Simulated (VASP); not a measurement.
Input of a VASP 6.6.1 run:

The input INCAR:

```
SYSTEM = Sr
PREC     = Accurate       ! precision mode
ENCUT    = 520            ! plane-wave cutoff, eV
EDIFF    = 1E-8           ! SCF threshold, eV
ISMEAR   = -1             ! smearing method
SIGMA    = 0.08           ! smearing width, eV
LREAL    = .False.        ! projectors in reciprocal space
LASPH    = .True.         ! aspherical terms in the spheres
NELM     = 100            ! most SCF steps
ALGO     = Normal         ! electronic algorithm
ISIF     = 2              ! what is computed and relaxed
LWAVE    = .False.        ! write WAVECAR
LCHARG   = .False.        ! write CHGCAR
LEFG     = .True.       
NBANDS   = 17             ! bands
```

The input KPOINTS:

```
Automatic mesh
0
Gamma
  10 10 5
  0 0 0
```

File POSCAR:

```
Sr
1.0
    4.2669002185      0.0000000000      0.0000000000
   -2.1334501093      3.6952439846      0.0000000000
    0.0000000000      0.0000000000      7.0500000000
Sr
2
Direct
    0.3333333333      0.6666666667      0.2500000000
    0.6666666667      0.3333333333      0.7500000000
```

Potentials or basis: VASP PAW LDA potentials, release 64 (Sr_sv).

Launch:

```sh
$ cat potpaw_LDA.64/Sr_sv/POTCAR > POTCAR
$ mpirun -np 1 vasp_std > vasp.out
```

Problem. Predict the pressure.

Solution. -1.4 GPa.

Problem. Estimate the band gap on the k mesh.

Solution. Zero (band 10 reaches 1.52 eV, above the bottom of band 11 at 1.40 eV).

Electric field gradients, principal values (V/Å²):
```
atom  least  middle  greatest (by size)
1 Sr  2.319   2.319              -4.638
2 Sr  2.319   2.319              -4.638
```

Caveat: the cell differs from its parent crystal (equal xx and yy strain of -1 %); without QUAD_EFG the Cq values of the log hold for a quadrupole moment of 1 mb, not for the nuclei.
